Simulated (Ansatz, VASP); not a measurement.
# One calculation of Zn, two programs

```
Zn
1.0
    -1.59671    1.59671    1.59671
     1.59671   -1.59671    1.59671
     1.59671    1.59671   -1.59671
Zn
1
Direct
  0.00000 0.00000 0.00000
```

Alike in both runs: task single point; functional PBE; k mesh 18 × 18 × 18; occupations gaussian, width 0.1 eV; no spin polarisation.

|  | VASP | Ansatz |
| --- | --- | --- |
| version | VASP 6.6.1 | Ansatz 0.2.0 |
| potentials or method | VASP PAW PBE potentials, release 64 (Zn), cutoff 520 eV | scalar-relativistic, plane waves, PAW |
| valence electrons in the cell | 12 | 12 |

Ansatz gave:

| Item | Value |
| --- | --- |
| gap on the k mesh at the Fermi level (eV) | none |
| pressure (GPa) | -3.2 |

**Question.** Estimate VASP's values.

**Answer.** gap on the k mesh at the Fermi level (eV): none; pressure (GPa): -3.0.

A gap of «none» marks a metal or a gap that the smearing closes. With one functional, cell and mesh, what is left measures potentials, basis and numerics.
